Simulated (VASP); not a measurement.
Wanted: the native input for a VASP 6.6.1 run.

```yaml
Task: single point
Functional: r2SCAN
Potentials_or_basis: VASP PAW PBE potentials, release 64 (Be, S)
Cutoff: 520 eV
k_mesh: 8 × 8 × 8
Occupations: gaussian, width 0.01 eV
Spin: no spin polarisation
Dipole_correction: no
Further_INCAR_settings: ALGO = Normal; EDIFF = 1e-07; NBANDS = 11
```

The system is BeS.

```xyz
2
Lattice="0.0000 2.2700 2.2700 2.2700 0.0000 2.2700 2.2700 2.2700 0.0000" Properties=species:S:1:pos:R:3 pbc="T T T"
Be    0.0000    0.0000    0.0000
S     2.2700    2.2700    2.2700
```

This cell differs from its parent crystal: volume changed by -6%.

The input as run:

POSCAR

```
BeS
1.0
    0.0000000000      2.2699921419      2.2699921419
    2.2699921419      0.0000000000      2.2699921419
    2.2699921419      2.2699921419      0.0000000000
Be S
1 1
Direct
    0.0000000000      0.0000000000      0.0000000000
    0.5000000000      0.5000000000      0.5000000000
```

INCAR.step1

```
SYSTEM = BeS
PREC = Accurate ; ENCUT = 520
ISMEAR = 0 ; SIGMA = 0.01
LREAL = .FALSE. ; LASPH = .TRUE.
NELM = 60 ; NBANDS = 11
GGA = PE ; ALGO = Normal
EDIFF = 1E-4 ; LWAVE = .TRUE.
LCHARG = .FALSE.
```

INCAR.step2

```
SYSTEM = BeS
PREC = Accurate ; ENCUT = 520
EDIFF = 1E-7 ; ISMEAR = 0
SIGMA = 0.01 ; LREAL = .FALSE.
LASPH = .TRUE. ; NELM = 60
ALGO = Normal ; ISIF = 2
LWAVE = .FALSE. ; LCHARG = .FALSE.
METAGGA = R2SCAN ; LMIXTAU = .TRUE.
NBANDS = 11 ; ISTART = 1
```

KPOINTS

```
Automatic mesh
0
G
  8 8 8
  0 0 0
```

Potentials or basis: VASP PAW PBE potentials, release 64 (Be, S).

Run with:

```sh
$ cat potpaw_PBE.64/Be/POTCAR potpaw_PBE.64/S/POTCAR > POTCAR
$ cp INCAR.step1 INCAR
$ mpirun -np 1 vasp_std > vasp.out
$ cp INCAR.step2 INCAR
$ mpirun -np 1 vasp_std > vasp.out
```

It gave:

```yaml
Pressure: 7.6 GPa
Band_gap_on_the_k_mesh: 1.37 eV, indirect (least direct gap 4.90 eV)
```

Caveat: the PAW data sets were made with another functional, which shifts forces and pressure a little.

It took 12 s on 1 thread of Intel(R) Xeon(R) 6975P-C (Granite Rapids), on a shared host, peak memory 0.13 GiB.
